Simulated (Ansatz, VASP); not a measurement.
TaSi: VASP beside Ansatz

INCAR

```
ALGO     = Normal         # electronic algorithm
DIPOL    = 0.5 0.5 0.276
EDIFF    = 1E-6           # SCF threshold, eV
ENCUT    = 520            # plane-wave cutoff, eV
GGA      = CA             # functional
IDIPOL   = 3            
ISIF     = 2              # what is computed and relaxed
ISMEAR   = -1             # smearing method
LASPH    = T              # aspherical terms in the spheres
LCHARG   = F              # write CHGCAR
LDIPOL   = T            
LREAL    = F              # projectors in reciprocal space
LWAVE    = F              # write WAVECAR
NBANDS   = 14             # bands
NELM     = 80             # most SCF steps
PREC     = Accurate       # precision mode
SIGMA    = 0.05           # smearing width, eV
```

KPOINTS

```
k-points
0
Gamma
  11 11 1
```

The input POSCAR:

```
TaSi
1.0
    2.7385900000      0.0000000000      0.0000000000
   -1.3692900000      2.3716900000      0.0000000000
    0.0000000000      0.0000000000     29.0170200000
Ta Si
1 1
Direct
    0.0000000000      0.0000000000      0.2306600000
    0.0000000000      0.0000000000      0.3207400000
```

Contents of input.yaml:

```yaml
crystal:
  lattice:
    - [2.73859, 0.0, 0.0]
    - [-1.36929, 2.37169, 0.0]
    - [0.0, 0.0, 29.01702]
  atoms:
    - { symbol: Ta, position: [0.0, 0.0, 0.23066] }
    - { symbol: Si, position: [0.0, 0.0, 0.32074] }
  periodic: [true, true, false]
kpoints:
  mp_grid: { grid: [11, 11, 1] }
scf:
  occupations: { method: fermi_dirac, width: 0.05 }
hamiltonian:
  xc: lda
  pseudopotentials: { kind: all_electron, lapw: { basis_error: 0.002 } }
output:
  forces: true
  stress: true
  eigenvalues: true
```

Alike in both runs: functional LDA; k mesh 11 × 11 × 1; occupations fermi-dirac, width 0.05 eV; no spin polarisation.

|  | VASP | Ansatz |
| --- | --- | --- |
| version | VASP 6.6.1 | Ansatz 0.2.0 |
| potentials or method | VASP PAW LDA potentials, release 64 (Ta_pv, Si), cutoff 520 eV | all-electron LAPW, scalar-relativistic |
| task | single point | work function |

VASP gave:

- gap on the k mesh at the Fermi level (eV): none
- rms of the force components (eV/Å): 0.073

**Question.** Which values does Ansatz return?

**Answer.** gap on the k mesh at the Fermi level (eV): none; rms of the force components (eV/Å): 0.086.

LDA's correlation is that of Perdew and Zunger in VASP and of Perdew and Wang (1992) in Ansatz. Atom by atom the forces differ by 0.013 eV/Å (rms over components). A gap of «none» marks a metal or a gap that the smearing closes. Ansatz ran all-electron here, and VASP with PAW potentials.

Spin-orbit coupling is off throughout.
